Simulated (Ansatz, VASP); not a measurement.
KF in VASP and in Ansatz

POSCAR

```
KF
1.0
    1.6609488103     -4.9346239315      0.0000000000
    1.6609488103      4.9346239315      0.0000000000
    0.0000000000      0.0000000000      4.1356787323
K F
2 2
Direct
    0.3815971007      0.6184028993      0.7500000000
    0.6184028993      0.3815971007      0.2500000000
    0.8813960563      0.1186039437      0.2500000000
    0.1186039437      0.8813960563      0.7500000000
```

INCAR.step1

```
PREC = Accurate
ENCUT = 520
ISMEAR = -1
SIGMA = 0.03
LREAL = F
LASPH = T
NELM = 80
NBANDS = 24
GGA = PE
ALGO = Normal
EDIFF = 1E-4
LWAVE = T
LCHARG = F
```

INCAR.step2

```
PREC = Accurate
ENCUT = 520
EDIFF = 1E-7
ISMEAR = -1
SIGMA = 0.03
LREAL = F
LASPH = T
NELM = 80
ALGO = Normal
ISIF = 2
LWAVE = F
LCHARG = F
METAGGA = R2SCAN
LMIXTAU = T
LUSE_VDW = T
IVDW_NL = 2
BPARAM = 11.95
CPARAM = 0.0093
NBANDS = 24
ISTART = 1
```

File KPOINTS:

```
Automatic mesh
0
Gamma
  10 10 8
```

Input for Ansatz:

```yaml
crystal:
  lattice:
    - [1.6609488103, -4.9346239315, 0.0]
    - [1.6609488103, 4.9346239315, 0.0]
    - [0.0, 0.0, 4.1356787323]
  atoms:
    - { symbol: K, position: [0.3815971007, 0.6184028993, 0.75] }
    - { symbol: K, position: [0.6184028993, 0.3815971007, 0.25] }
    - { symbol: F, position: [0.8813960563, 0.1186039437, 0.25] }
    - { symbol: F, position: [0.1186039437, 0.8813960563, 0.75] }
kpoints:
  mp_grid: { grid: [10, 10, 8] }
  band_path:
    path:
      - [0.0, 0.0, 0.0]
      - [-0.5, 0.5, 0.0]
      - [-0.2783233346, 0.7216766654, 0.0]
      - [0.2783233346, 0.2783233346, 0.0]
      - [0.0, 0.0, 0.5]
      - [0.2783233346, 0.2783233346, 0.5]
      - [-0.2783233346, 0.7216766654, 0.5]
      - [-0.5, 0.5, 0.5]
      - [0.0, 0.5, 0.0]
    npoints: 1
hamiltonian:
  xc: r2scan
  dispersion: rvv10
scf:
  occupations: { method: fermi_dirac, width: 0.03 }
  n_extra_bands: 5
output:
  forces: true
  stress: true
  eigenvalues: true
```

Alike in both runs: task single point; functional r2SCAN; dispersion rVV10; k mesh 10 × 10 × 8; occupations fermi-dirac, width 0.03 eV; no spin polarisation.

|  | VASP | Ansatz |
| --- | --- | --- |
| version | VASP 6.6.1 | Ansatz 0.2.0 |
| potentials or method | VASP PAW PBE potentials, release 64 (K_sv, F) | plane waves, PAW |
| plane-wave cutoff (eV) | 520 | 500 |
| valence electrons in the cell | 32 | 32 |

VASP gave:

* gap on the k mesh at the Fermi level (eV): 7.22
* pressure (GPa): 0.0
* rms of the force components (eV/Å): 0.003

Question: What did Ansatz give for the same quantities?

Answer: gap on the k mesh at the Fermi level (eV): 7.22; pressure (GPa): 0.0; rms of the force components (eV/Å): 0.000.

VASP's potentials were made for PBE, not for r2SCAN. Atom by atom the forces differ by 0.003 eV/Å (rms over components).
